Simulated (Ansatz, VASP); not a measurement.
## Zr: VASP beside Ansatz

```
CELL_PARAMETERS angstrom
0.00000 2.25500 2.25500
2.25500 0.00000 2.25500
2.25500 2.25500 0.00000
ATOMIC_POSITIONS crystal
Zr 0.00000 0.00000 0.00000
```

Alike in both runs: task electric field gradients; functional PBE; k mesh 16 × 16 × 16; occupations fermi-dirac, width 0.05 eV; no spin polarisation.

```csv
,VASP,Ansatz
version,VASP 6.6.1,Ansatz 0.2.0
potentials or method,"VASP PAW PBE potentials, release 64 (Zr_sv), cutoff 520 eV","all-electron PAW with datasets made for the crystal, scalar-relativistic"
```

|  | VASP | Ansatz | Ansatz less VASP |
| --- | --- | --- | --- |
| pressure (GPa) | 1.1 | 1.1 | 0.00 |

Ansatz ran all-electron here, and VASP with PAW potentials.
